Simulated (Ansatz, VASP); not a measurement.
TlS2: VASP beside Ansatz

INCAR

```
SYSTEM = TlS2
ALGO = Normal
EDIFF = 1E-6
EDIFFG = -0.04
ENCUT = 600
GGA = PE
IBRION = 2
ISIF = 3
ISMEAR = 0
LASPH = .True.
LCHARG = .False.
LREAL = .False.
LWAVE = .False.
NELM = 100
NSW = 90
PREC = Accurate
SIGMA = 0.1
```

Contents of KPOINTS:

```
k-points
0
Gamma
  6 6 4
  0 0 0
```

Contents of POSCAR:

```
TlS2
1.0
    3.3271732300      0.0000000000      0.0000000000
    0.0000000000      3.3271732300      0.0000000000
    0.0000000000      0.0000000000      3.9962380200
Tl S
1 2
Direct
    0.5000000000      0.5000000000      0.5000000000
    0.0000000000      0.5000000000      0.0000000000
    0.5000000000      0.0000000000      0.0000000000
```

Input for Ansatz:

```yaml
crystal:
  lattice:
    - [3.32717323, 0.0, 0.0]
    - [0.0, 3.32717323, 0.0]
    - [0.0, 0.0, 3.99623802]
  atoms:
    - { symbol: Tl, position: [0.5, 0.5, 0.5] }
    - { symbol: S, position: [0.0, 0.5, 0.0] }
    - { symbol: S, position: [0.5, 0.0, 0.0] }
basis:
  ecutwfc: 420
kpoints:
  mp_grid: { grid: [6, 6, 4] }
hamiltonian:
  xc: pbe
scf:
  occupations: { method: gaussian, width: 0.1 }
  lower_state_search: "off"
output:
  forces: true
  stress: true
  eigenvalues: true
relax:
  adjacent_minimum: "off"
  f_tol: 0.04
  max_steps: 70
  cell: { stress_tol: 0.4 }
```

Alike in both runs: task relaxation of cell and atoms; functional PBE; k mesh 6 × 6 × 4; occupations gaussian, width 0.1 eV; no spin polarisation.

```csv
,VASP,Ansatz
version,VASP 6.6.1,Ansatz 0.2.0
potentials or method,"VASP PAW PBE potentials, release 64 (Tl_d, S), cutoff 600 eV","scalar-relativistic, plane waves, PAW"
valence electrons in the cell,25,25
```

```csv
,VASP,Ansatz,Ansatz less VASP
"gap on the k mesh at the Fermi level, each at its own relaxed structure (eV)",none,none,-
relaxed volume (Å³/atom),24.06,24.21,+0.157
relaxed length of the cell vector where the two differ most in proportion (Å),5.502,5.515,+0.0126
```

A gap of «none» marks a metal or a gap that the smearing closes.

The k mesh is coarse, so the values compare programs but aren't converged. Spin-orbit coupling is off throughout. Noted on VASP's run: the volume moved by over 15 % at a fixed basis, so the end points are rough.
